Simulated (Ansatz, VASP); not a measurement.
**TaSiF: VASP beside Ansatz**

The input INCAR:

```
SYSTEM = TaSiF
ALGO     = Normal         ! electronic algorithm
EDIFF    = 1E-6           ! SCF threshold, eV
ENCUT    = 600            ! plane-wave cutoff, eV
GGA      = PE             ! functional
GGA_COMPAT= .False.      
ISIF     = 2              ! what is computed and relaxed
ISMEAR   = 0              ! smearing method
LASPH    = .True.         ! aspherical terms in the spheres
LCHARG   = .False.        ! write CHGCAR
LREAL    = .False.        ! projectors in reciprocal space
LWAVE    = .False.        ! write WAVECAR
NBANDS   = 19             ! bands
NELM     = 120            ! most SCF steps
PREC     = Accurate       ! precision mode
SIGMA    = 0.1            ! smearing width, eV
```

File KPOINTS:

```
k-points
0
Gamma
  4 4 6
  0 0 0
```

POSCAR

```
TaSiF
1.0
    4.0871685300      0.0000000000      0.0000000000
    0.0000000000      4.0871685300      0.0000000000
    0.0000000000      0.0000000000      2.9025694700
Ta Si F
1 1 1
Direct
    0.5000000000      0.5000000000      0.0877364800
    0.0000000000      0.0000000000      0.1107625800
    0.5000000000      0.5000000000      0.6019651300
```

Input for Ansatz:

```yaml
crystal:
  lattice:
    - [4.08716853, 0.0, 0.0]
    - [0.0, 4.08716853, 0.0]
    - [0.0, 0.0, 2.90256947]
  atoms:
    - { symbol: Ta, position: [0.5, 0.5, 0.08773648] }
    - { symbol: Si, position: [0.0, 0.0, 0.11076258] }
    - { symbol: F, position: [0.5, 0.5, 0.60196513] }
basis:
  ecutwfc: 420
kpoints:
  mp_grid: { grid: [4, 4, 6] }
hamiltonian:
  xc: pbe
scf:
  occupations: { method: gaussian, width: 0.1 }
  lower_state_search: "off"
output:
  forces: true
  stress: true
  eigenvalues: true
```

Alike in both runs: task single point; functional PBE; k mesh 4 × 4 × 6; occupations gaussian, width 0.1 eV; no spin polarisation.

|  | VASP | Ansatz |
| --- | --- | --- |
| version | VASP 6.6.1 | Ansatz 0.2.0 |
| potentials or method | VASP PAW PBE potentials, release 64 (Ta_sv_GW, Si, F), cutoff 600 eV | scalar-relativistic, plane waves, PAW |
| valence electrons in the cell | 24 | 24 |

Ansatz gave:

| Item | Value |
| --- | --- |
| gap on the k mesh at the Fermi level (eV) | none |
| rms of the force components (eV/Å) | 6.907 |

Q: Estimate VASP's values.

A: gap on the k mesh at the Fermi level (eV): none; rms of the force components (eV/Å): 7.224.

Atom by atom the forces differ by 0.316 eV/Å (rms over components). A gap of «none» marks a metal or a gap that the smearing closes.

The k mesh is coarse, so the values compare programs but aren't converged. Spin-orbit coupling is off throughout.
